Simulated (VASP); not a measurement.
A run of VASP 6.6.1:

File POSCAR:

```
PbC2Se2
1.0
    9.1866690100      0.0427714900      0.0551058100
   -4.5562879400      8.2299617100     -0.0931626600
    0.0243279400     -0.0334462100      4.1409212700
Pb C Se
3 6 6
Direct
    0.4995280000      0.5000210000      0.5001660000
    0.9991690000      0.4995060000      0.5042120000
    0.4970930000      0.9983700000      0.5078000000
    0.9105660000      0.8228270000      0.0001120000
    0.0848120000      0.9102950000      0.0031640000
    0.1743460000      0.0888150000      0.0002110000
    0.0872580000      0.1769340000      0.9958040000
    0.9120180000      0.0909730000      0.9956180000
    0.8249330000      0.9167430000      0.0050270000
    0.7957690000      0.5950250000      0.9953700000
    0.2068560000      0.7957560000      0.0035040000
    0.4077560000      0.2031290000      0.9921440000
    0.2063740000      0.4129890000      0.0097540000
    0.7976310000      0.2054290000      0.9983390000
    0.5924830000      0.7939810000      0.9991740000
```

File INCAR.step1:

```
SYSTEM = PbC2Se2
ALGO     = Normal         ! electronic algorithm
EDIFF    = 1E-4           ! SCF threshold, eV
ENCUT    = 520            ! plane-wave cutoff, eV
GGA      = PE             ! functional
ISMEAR   = 0              ! smearing method
LASPH    = .True.         ! aspherical terms in the spheres
LCHARG   = .False.        ! write CHGCAR
LREAL    = Auto         
LWAVE    = .True.         ! write WAVECAR
NBANDS   = 64             ! bands
NELM     = 100            ! most SCF steps
PREC     = Accurate       ! precision mode
SIGMA    = 0.0176         ! smearing width, eV
```

File INCAR.step2:

```
SYSTEM = PbC2Se2
ALGO     = Normal         ! electronic algorithm
EDIFF    = 1E-7           ! SCF threshold, eV
ENCUT    = 520            ! plane-wave cutoff, eV
ISIF     = 2              ! what is computed and relaxed
ISMEAR   = 0              ! smearing method
ISTART   = 1            
LASPH    = .True.         ! aspherical terms in the spheres
LCHARG   = .True.         ! write CHGCAR
LELF     = .True.         ! ELF
LMIXTAU  = .True.       
LREAL    = Auto         
LVHAR    = .True.       
LWAVE    = .False.        ! write WAVECAR
METAGGA  = R2SCAN         ! meta-GGA
NBANDS   = 64             ! bands
NELM     = 100            ! most SCF steps
PREC     = Accurate       ! precision mode
SIGMA    = 0.0176         ! smearing width, eV
```

Contents of KPOINTS:

```
Automatic mesh
0
Gamma
  3 2 4
  0 0 0.5
```

Potentials or basis: VASP PAW PBE potentials, release 64 (Pb_d, C, Se).

Run with:

```console
$ cat potpaw_PBE.64/Pb_d/POTCAR potpaw_PBE.64/C/POTCAR potpaw_PBE.64/Se/POTCAR > POTCAR
$ cp INCAR.step1 INCAR
$ mpirun -np 1 vasp_std > vasp.out
$ cp INCAR.step2 INCAR
$ mpirun -np 1 vasp_std > vasp.out
```

Hardware: 1 thread of Intel(R) Xeon(R) Platinum 8559C (Emerald Rapids), with other jobs on the host.

How long does it take, and how much memory?

It took 11 min on 1 thread of Intel(R) Xeon(R) Platinum 8559C (Emerald Rapids), on a shared host, peak memory 0.51 GiB. Counts: k points 12.
